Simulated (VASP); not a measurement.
# Sr: single point with PBEsol

Sr:

```xyz
1
Lattice="0.0000 2.9564 2.9564 2.9564 0.0000 2.9564 2.9564 2.9564 0.0000" Properties=species:S:1:pos:R:3 pbc="T T T"
Sr    0.0000    0.0000    0.0000
```

- Program: VASP 6.6.1
- Task: single point
- Functional: PBEsol
- Potentials or basis: VASP PAW PBE potentials, release 64 (Sr_sv)
- Cutoff: 520 eV
- k mesh: 12 × 12 × 12
- Occupations: gaussian, width 0.05 eV
- Spin: no spin polarisation

```
Pressure               : 0.0 GPa
Band gap on the k mesh : zero (filled and empty bands touch)
```

Levels at points of the mesh, in eV from the Fermi level:
```csv
k point,band 2,band 3,band 4,band 5,band 6,band 7,band 8,band 9
"(0.00, 0.00, 0.00)",-18.32,-18.32,-18.32,-3.77,2.39,2.39,2.39,3.96
"(0.50, 0.00, 0.00)",-18.56,-18.35,-18.35,-1.18,0.15,2.22,2.22,5.09
"(0.50, 0.50, 0.00)",-18.55,-18.40,-18.40,-0.73,0.27,1.19,5.10,5.42
```

Wall time 36 s on 1 thread of Intel(R) Xeon(R) Platinum 8259CL CPU @ 2.50GHz (Skylake/Cascade Lake), on a shared host, peak memory 0.19 GiB.

Caveat: the PAW data sets were made with another functional, which shifts forces and pressure a little.
